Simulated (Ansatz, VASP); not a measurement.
## Two plane-wave programs on P

```
P
1.0
     2.18686   -2.18826    0.00000
     2.18686    2.18826    0.00000
     0.00000    0.00000    4.82964
P
4
Direct
  0.25000 0.75000 0.41240
  0.75000 0.25000 0.58760
  0.00000 0.50000 0.00000
  0.50000 0.00000 0.00000
```

Alike in both runs: task single point; functional PBE; k mesh 6 × 6 × 4; occupations gaussian, width 0.1 eV; no spin polarisation.

```csv
,VASP,Ansatz
version,VASP 6.6.1,Ansatz 0.2.0
potentials or method,"VASP PAW PBE potentials, release 64 (P), cutoff 520 eV","scalar-relativistic, plane waves, PAW"
valence electrons in the cell,20,20
```

|  | VASP | Ansatz | Ansatz less VASP |
| --- | --- | --- | --- |
| gap on the k mesh at the Fermi level (eV) | none | none | - |
| rms of the force components (eV/Å) | 0.481 | 0.489 | +0.0075 |

Atom by atom the forces differ by 0.008 eV/Å (rms over components). A gap of «none» marks a metal or a gap that the smearing closes. With one functional, cell and mesh, what is left measures potentials, basis and numerics.
